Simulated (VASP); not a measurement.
# TiB2 (TiB2 (P6/mmm)) (P6/mmm) in VASP: single point with PBE

Aim: the single point of TiB2 (TiB2 (P6/mmm)) with PBE.

Program: VASP 6.6.1. These are calculated values, not measurements. Logs are shortened: lines on timing, memory, paths and dates and some standing lists are left out, and cuts for length are marked.

## (1) The cell of the first run

It takes space group P6/mmm (No. 191, hexagonal). The conventional cell has a = 3.032 Å, b = 3.032 Å, c = 3.224 Å, α = 90.00°, β = 90.00°, γ = 120.00°. Ti (site symmetry 6/mmm) has 12 B at 2.38 Å and 6 Ti at 3.03 Å within 3.1 Å. B (site symmetry -6m2) has 3 B at 1.75 Å within 2.3 Å.

## (2) Single point, PBE

INCAR

```
SYSTEM = TiB2
ALGO = Normal
EDIFF = 1E-6
ENCUT = 520
GGA = PE
ISIF = 2
ISMEAR = 1
LASPH = .TRUE.
LCHARG = .TRUE.
LELF = .TRUE.
LREAL = Auto
LVHAR = .TRUE.
LWAVE = .FALSE.
NBANDS = 195
NELM = 60
PREC = Accurate
SIGMA = 0.1
```

KPOINTS

```
k-points
0
G
  2 2 2
  0 0 0
```

POSCAR

```
TiB2
1.0
    9.0952570743      0.0000000868      0.0000000000
   -4.5476286123      7.8767236369      0.0000000000
    0.0000000000      0.0000000000      6.4483601606
Ti B
18 36
Direct
    0.0000000000      0.0000000000      0.0000000000
    0.0000000000      0.0000000000      0.5000000000
    0.0000000000      0.3333333333      0.0000000000
    0.0000000000      0.3333333333      0.5000000000
    0.0000000000      0.6666666667      0.0000000000
    0.0000000000      0.6666666667      0.5000000000
    0.3333333333      0.0000000000      0.0000000000
    0.3333333333      0.0000000000      0.5000000000
    0.3333333333      0.3333333333      0.0000000000
    0.3333333333      0.3333333333      0.5000000000
    0.3333333333      0.6666666667      0.0000000000
    0.3333333333      0.6666666667      0.5000000000
    0.6666666667      0.0000000000      0.0000000000
    0.6666666667      0.0000000000      0.5000000000
    0.6666666667      0.3333333333      0.0000000000
    0.6666666667      0.3333333333      0.5000000000
    0.6666666667      0.6666666667      0.0000000000
    0.6666666667      0.6666666667      0.5000000000
    0.1111111111      0.2222222222      0.2500000000
    0.2222222222      0.1111111111      0.2500000000
    0.1111111111      0.2222222222      0.7500000000
    0.2222222222      0.1111111111      0.7500000000
    0.1111111111      0.5555555556      0.2500000000
    0.2222222222      0.4444444444      0.2500000000
    0.1111111111      0.5555555556      0.7500000000
    0.2222222222      0.4444444444      0.7500000000
    0.1111111111      0.8888888889      0.2500000000
    0.2222222222      0.7777777778      0.2500000000
    0.1111111111      0.8888888889      0.7500000000
    0.2222222222      0.7777777778      0.7500000000
    0.4444444444      0.2222222222      0.2500000000
    0.5555555556      0.1111111111      0.2500000000
    0.4444444444      0.2222222222      0.7500000000
    0.5555555556      0.1111111111      0.7500000000
    0.4444444444      0.5555555556      0.2500000000
    0.5555555556      0.4444444444      0.2500000000
    0.4444444444      0.5555555556      0.7500000000
    0.5555555556      0.4444444444      0.7500000000
    0.4444444444      0.8888888889      0.2500000000
    0.5555555556      0.7777777778      0.2500000000
    0.4444444444      0.8888888889      0.7500000000
    0.5555555556      0.7777777778      0.7500000000
    0.7777777778      0.2222222222      0.2500000000
    0.8888888889      0.1111111111      0.2500000000
    0.7777777778      0.2222222222      0.7500000000
    0.8888888889      0.1111111111      0.7500000000
    0.7777777778      0.5555555556      0.2500000000
    0.8888888889      0.4444444444      0.2500000000
    0.7777777778      0.5555555556      0.7500000000
    0.8888888889      0.4444444444      0.7500000000
    0.7777777778      0.8888888889      0.2500000000
    0.8888888889      0.7777777778      0.2500000000
    0.7777777778      0.8888888889      0.7500000000
    0.8888888889      0.7777777778      0.7500000000
```

Potentials or basis: VASP PAW PBE potentials, release 64 (Ti_sv, B).

The run is started by

```
$ cat potpaw_PBE.64/Ti_sv/POTCAR potpaw_PBE.64/B/POTCAR > POTCAR
$ mpirun -np 1 vasp_std > vasp.out
```

OUTCAR:

```text
SYSTEM = TiB2
   EDIFF = 1E-6
   ENCUT = 520
   GGA = PE
   ISIF = 2
   ISMEAR = 1
   LASPH = .TRUE.
   LREAL = Auto
   NELM = 60
   PREC = Accurate

 ion  position               nearest neighbor table
   1  0.000  0.000  0.000-  27 2.38  29 2.38  44 2.38  46 2.38  19 2.38  21 2.38  52 2.38  54 2.38
                            51 2.38  20 2.38  53 2.38  22 2.38
   2  0.000  0.000  0.500-  27 2.38  29 2.38  44 2.38  46 2.38  19 2.38  21 2.38  52 2.38  54 2.38
                            51 2.38  20 2.38  53 2.38  22 2.38
   3  0.000  0.333  0.000-  19 2.38  21 2.38  48 2.38  50 2.38  44 2.38  46 2.38  45 2.38  26 2.38
                            43 2.38  24 2.38  25 2.38  23 2.38
   4  0.000  0.333  0.500-  19 2.38  21 2.38  48 2.38  50 2.38  44 2.38  46 2.38  45 2.38  26 2.38
                            43 2.38  24 2.38  25 2.38  23 2.38
   5  0.000  0.667  0.000-  52 2.38  54 2.38  23 2.38  25 2.38  27 2.38  29 2.38  47 2.38  49 2.38
                            28 2.38  30 2.38  48 2.38  50 2.38
   6  0.000  0.667  0.500-  52 2.38  54 2.38  23 2.38  25 2.38  27 2.38  29 2.38  47 2.38  49 2.38
                            28 2.38  30 2.38  48 2.38  50 2.38
   7  0.333  0.000  0.000-  20 2.38  22 2.38  39 2.38  41 2.38  31 2.38  33 2.38  28 2.38  30 2.38
                            29 2.38  27 2.38  32 2.38  34 2.38
   8  0.333  0.000  0.500-  20 2.38  22 2.38  39 2.38  41 2.38  31 2.38  33 2.38  28 2.38  30 2.38
                            29 2.38  27 2.38  32 2.38  34 2.38
   9  0.333  0.333  0.000-  31 2.38  33 2.38  24 2.38  26 2.38  20 2.38  22 2.38  21 2.38  19 2.38
[... 98 lines left out ...]
 A1 = (   9.0952570743,   0.0000000868,   0.0000000000)
 A2 = (  -4.5476286123,   7.8767236369,   0.0000000000)
 A3 = (   0.0000000000,   0.0000000000,   6.4483601606)

Analysis of symmetry for initial positions (statically):
=====================================================================
 Subroutine PRICEL returns following result:

  LATTYP: Found a hexagonal cell.
 ALAT       =     3.0317523578
 C/A-ratio  =     1.0634707917

  Lattice vectors:

 A1 = (   3.0317523578,   0.0000000289,   0.0000000000)
 A2 = (  -1.5158762039,   2.6255745454,   0.0000000000)
 A3 = (   0.0000000000,   0.0000000000,   3.2241800803)

  18 primitive cells build up your supercell.

 Routine SETGRP: Setting up the symmetry group for a
 hexagonal supercell.

 Subroutine GETGRP returns: Found 24 space group operations
 (whereof 24 operations were pure point group operations)
 out of a pool of 24 trial point group operations.

The static configuration has the point symmetry D_6h.

Analysis of symmetry for dynamics (positions and initial velocities):
=====================================================================
 Subroutine PRICEL returns following result:

  LATTYP: Found a hexagonal cell.
[... 111 lines left out ...]
   NUPDOWN=      -1.0000    fix difference up-down
   EMIN   =  10.00;   EMAX   =-10.00  energy-range for DOS
   EFERMI =   0.00;   METHOD = LEGACY
   ISMEAR =     1;   SIGMA  =   0.10  broadening in eV -4-tet -1-fermi 0-gaus
   EFERMI_NEDOS =   21; number of points for ismear=-14 and -15
   IALGO  =     38    algorithm
   IMIX   =      4    mixing-type and parameters
     AMIX     =   0.40;   BMIX     =  1.00
     AMIX_MAG =   1.60;   BMIX_MAG =  1.00
  volume/ion in A,a.u.               =       8.55        57.73
  Fermi-wavevector in a.u.,A,eV,Ry     =   1.454521  2.748645 28.784896  2.115630
  Thomas-Fermi vector in A             =   2.571662
   LORBIT       =      0    0 simple, 1 ext, 2 COOP (PROOUT), +10 PAW based schemes
   GGA     = PE    functional components
   LHFCALC =     F    Hartree Fock is set to
   AEXX    =    0.0000 exact exchange contribution
   IVDW    =     0    specifies the selected vdW correction
   LEPSILON=     F    determine dielectric tensor
   LRPA    =     F    only Hartree local field effects (RPA)
 non-spin polarized calculation
 Methfessel and Paxton  Order N= 1 SIGMA  =   0.10
  energy-cutoff  :      520.00
  volume of cell :      461.97
 maximum number of plane-waves:     12492
 NGX is ok and might be reduce to    70
   NGX = 33   NGY = 33   NGZ = 23

 number of electron     324.0000010 magnetization

 Free energy of the ion-electron system (eV)
  ---------------------------------------------------
  ext. energy  EPLUGINS =         0.00000000
  ---------------------------------------------------
  free energy    TOTEN  =      -439.09460196 eV

  energy without entropy =     -439.08938608  energy(sigma->0) =     -439.09286333

 E-fermi :   9.9008     XC(G=0): -12.7678

 val. band max:        9.7967978169   @ k =   0.0000   0.0000   0.0000
 cond. band min:       9.9611235811   @ k =   0.5000   0.0000   0.0000
 fundamental gap:      0.1643257641
 Fermi energy:         9.9008220182

 k-point     1 :       0.0000    0.0000    0.0000
  band No.  band energies     occupation
      1     -46.9690      2.00000
      2     -46.9542      2.00000
      3     -46.9287      2.00000
      4     -46.9287      2.00000
      5     -46.9287      2.00000
      6     -46.9287      2.00000
[... 697 lines left out ...]
    173      11.2360     -0.00000
    174      11.2360     -0.00000
 [bands above 174 left out]

------------------------ aborting loop because EDIFF is reached ----------------------------------------

  FORCE on cell =-STRESS in cart. coord.  units (eV):
  Direction    XX          YY          ZZ          XY          YZ          ZX
  --------------------------------------------------------------------------------------
  -------------------------------------------------------------------------------------
  Total        5.8077498      5.8077498     -8.1810948      0.0000000      0.0000000      0.0000000
  in kB       20.1422791     20.1422791    -28.3734490      0.0000000      0.0000000      0.0000000
  external PRESSURE =       3.9703697 kB  Pullay stress =       0.0000000 kB

 VOLUME and BASIS-vectors are now :
 -----------------------------------------------------------------------------
  energy-cutoff  :      520.00
  volume of cell :      461.97
      direct lattice vectors                 reciprocal lattice vectors
     9.095257074  0.000000087  0.000000000     0.109947414  0.063478170  0.000000000
    -4.547628612  7.876723637  0.000000000    -0.000000001  0.126956339  0.000000000
     0.000000000  0.000000000  6.448360161     0.000000000  0.000000000  0.155078187

 POSITION                                       TOTAL-FORCE (eV/Angst)
 -----------------------------------------------------------------------------------
      0.00000      0.00000      0.00000        -0.000000     -0.000000     -0.000000
      0.00000      0.00000      3.22418        -0.000000     -0.000000      0.000000
     -1.51588      2.62557      0.00000        -0.000000     -0.000000      0.000000
     -1.51588      2.62557      3.22418        -0.000000      0.000000     -0.000000
     -3.03175      5.25115      0.00000        -0.000000     -0.000000      0.000000
     -3.03175      5.25115      3.22418        -0.000000     -0.000000     -0.000000
[... 46 lines left out ...]
      3.03175      7.00153      4.83627        -0.000000     -0.000000     -0.000000
      4.54763      6.12634      4.83627        -0.000000     -0.000000      0.000000
 -----------------------------------------------------------------------------------
    total drift:                                0.000000      0.000000     -0.000000

  FREE ENERGIE OF THE ION-ELECTRON SYSTEM (eV)
  ---------------------------------------------------
  free  energy   TOTEN  =      -439.0946019562 eV

  energy  without entropy=     -439.0893860782  energy(sigma->0) =     -439.09286333
```

Wall time 20 min (1 thread of Intel Xeon 6975P-C, shared host); peak memory 0.65 GiB.

Results:

| Item | Value |
| --- | --- |
| Free energy | -439.0946 eV |
| Pressure | 0.4 GPa |
| Band gap on the k mesh | zero (band 162 reaches 10.38 eV, above the bottom of band 163 at 9.80 eV) |

Stress tensor (GPa, compression positive):
```
 2.01  0.00  0.00
 0.00  2.01  0.00
 0.00  0.00 -2.84
```

Caveat: the k points lie up to 0.49 Å⁻¹ apart.
